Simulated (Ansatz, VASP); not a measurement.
## Ag in VASP and in Ansatz

```
Ag
1.0
     2.93000    0.00000    0.00000
    -1.46500    2.53745    0.00000
     0.00000    0.00000    4.79000
Ag
2
Direct
  0.33333 0.66667 0.25000
  0.66667 0.33333 0.75000
```

Alike in both runs: task electric field gradients; functional r2SCAN; k mesh 18 × 18 × 10; occupations fermi-dirac, width 0.05 eV; no spin polarisation.

|  | VASP | Ansatz |
| --- | --- | --- |
| version | VASP 6.6.1 | Ansatz 0.2.0 |
| potentials or method | VASP PAW PBE potentials, release 64 (Ag) | plane-wave PAW, scalar-relativistic |
| plane-wave cutoff (eV) | 520 | 500 |
| valence electrons in the cell | 22 | 38 |

```csv
,VASP,Ansatz,Ansatz less VASP
pressure (GPa),-2.5,-2.6,-0.09
size of Vzz on the site where it differs most (V/Å²),1.1,1.1,+0.01
```

VASP's potentials were made for PBE, not for r2SCAN. VASP's potentials hold 22 valence electrons a cell and Ansatz's 38, so a difference there can come from the potentials and not from the codes.
